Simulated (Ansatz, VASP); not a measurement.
Two plane-wave programs on Rh

```xyz
4
Lattice="2.4794 0.0000 0.0000 -1.2397 2.4870 0.0000 0.0000 0.0000 8.7275" Properties=species:S:1:pos:R:3 pbc="T T T"
Rh    0.0000    0.0000    0.0000
Rh    0.0000    1.6580    2.1819
Rh    0.0000    0.0000    4.3638
Rh    1.2397    0.8290    6.5456
```

Change from the starting cell: strain +e along x and -e along y -0.0733, strain +e along z and -e/2 along x and y +0.0000.

Alike in both runs: task single point; functional PBEsol; k mesh 18 × 18 × 6; occupations gaussian, width 0.15 eV; no spin polarisation.

```csv
,VASP,Ansatz
version,VASP 6.6.1,Ansatz 0.2.0
potentials or method,"VASP PAW PBE potentials, release 64 (Rh_pv), cutoff 520 eV","scalar-relativistic, plane waves, PAW"
valence electrons in the cell,60,68
```

```csv
,VASP,Ansatz,Ansatz less VASP
gap on the k mesh at the Fermi level (eV),none,none,-
pressure (GPa),7.2,7.4,+0.12
"traceless stress, the component that is largest in VASP (GPa)",31.65,31.68,+0.028
rms of the force components (eV/Å),0.128,0.128,0.0000
```

VASP's potentials were made for PBE, not for PBEsol, and Ansatz warns of the same on its side. Atom by atom the forces differ by 0.000 eV/Å (rms over components). A gap of «none» marks a metal or a gap that the smearing closes. With one functional, cell and mesh, what is left measures potentials, basis and numerics. VASP's potentials hold 60 valence electrons a cell and Ansatz's 68, so a difference there can come from the potentials and not from the codes.
